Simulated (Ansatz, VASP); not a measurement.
AlN: VASP beside Ansatz

```xyz
4
Lattice="3.1999 0.0000 0.0000 -1.5999 2.7712 0.0000 0.0000 0.0000 5.1279" Properties=species:S:1:pos:R:3 pbc="T T T"
Al    0.0000    1.8475   -0.0153
Al    1.5999    0.9237    2.5487
N     0.0000    1.8475    1.9383
N     1.5999    0.9237    4.5023
```

Change from the starting cell: hydrostatic strain +3.0%.

Alike in both runs: task single point; functional PBE; k mesh 12 × 12 × 6; occupations fermi-dirac, width 0.02 eV; no spin polarisation.

|  | VASP | Ansatz |
| --- | --- | --- |
| version | VASP 6.6.1 | Ansatz 0.2.0 |
| potentials or method | VASP PAW PBE potentials, release 64 (Al, N) | plane waves, PAW |
| plane-wave cutoff (eV) | 520 | 420 |
| valence electrons in the cell | 16 | 16 |

```tsv
	VASP	Ansatz	Ansatz less VASP
gap on the k mesh at the Fermi level (eV)	3.49	3.48	-0.006
pressure (GPa)	-11.4	-11.2	+0.27
traceless stress, the component that is largest in VASP (GPa)	0.75	0.72	-0.033
rms of the force components (eV/Å)	0.005	0.005	+0.0001
```

Atom by atom the forces differ by 0.000 eV/Å (rms over components).
